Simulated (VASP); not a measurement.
Wanted: the native input for a VASP 6.6.1 run.

| Quantity | Value |
| --- | --- |
| Task | single point |
| Functional | PBE |
| Dispersion | D3(BJ) |
| Potentials or basis | VASP PAW PBE potentials, release 64 (W_sv) |
| Cutoff | 520 eV |
| k mesh | 5 × 5 × 1 |
| Occupations | gaussian, width 0.1 eV |
| Spin | no spin polarisation |
| Dipole correction | yes |
| Further INCAR settings | LREAL = Auto; ALGO = Fast; EDIFF = 1e-06; NBANDS = 156 |

The structure of W lies in POSCAR:

```
W
1.0
    6.3187499463      0.0000000000      0.0000000000
    0.0000000000      6.3187499463      0.0000000000
    0.0000000000      0.0000000000     23.3187499463
W
20
Direct
    0.2500000000      0.7500000000      0.3645135361
    0.2500000000      0.2500000000      0.3645135361
    0.7500000000      0.7500000000      0.3645135361
    0.7500000000      0.2500000000      0.3645135361
    0.5000000000      0.5000000000      0.4322567680
    0.5000000000      0.0000000000      0.4322567680
    0.0000000000      0.5000000000      0.4322567680
    0.0000000000      0.0000000000      0.4322567680
    0.7500000000      0.2500000000      0.4991420578
    0.7500000000      0.7500000000      0.4991420578
    0.2500000000      0.2500000000      0.4991420578
    0.2500000000      0.7500000000      0.4991420578
    0.0000000000      0.0000000000      0.5691826984
    0.0000000000      0.5000000000      0.5691826984
    0.5000000000      0.0000000000      0.5691826984
    0.5000000000      0.5000000000      0.5691826984
    0.2500000000      0.7500000000      0.6297156724
    0.2500000000      0.2500000000      0.6297156724
    0.7500000000      0.7500000000      0.6297156724
    0.7500000000      0.2500000000      0.6297156724
```

These files were run (other wordings do the same):

INCAR

```
PREC = Accurate ; ENCUT = 520
EDIFF = 1E-6 ; ISMEAR = 0
SIGMA = 0.1 ; LREAL = Auto
LASPH = True ; NELM = 100
ALGO = Fast ; ISIF = 2
LWAVE = False ; LCHARG = False
LDIPOL = True ; IDIPOL = 3
DIPOL = 0.5 0.5 0.499 ; GGA = PE
IVDW = 12 ; NBANDS = 156
```

KPOINTS

```
Automatic mesh
0
Gamma
  5 5 1
```

Potentials or basis: VASP PAW PBE potentials, release 64 (W_sv).

The run is started by

```sh
$ cat potpaw_PBE.64/W_sv/POTCAR > POTCAR
$ mpirun -np 1 vasp_std > vasp.out
```

It gave:

```
Largest force              : 1.328 eV/Å
Band gap on the k mesh     : zero (bands 140 and 141 overlap by 0.37 eV)
Dispersion energy per atom : -0.472 eV
```

Caveat: spin-orbit coupling is left out, which moves the levels of the heavy elements.

It took 64 min on 1 thread of Oxide Virtual Turin-like Processor (shared host), peak memory 1.1 GiB.
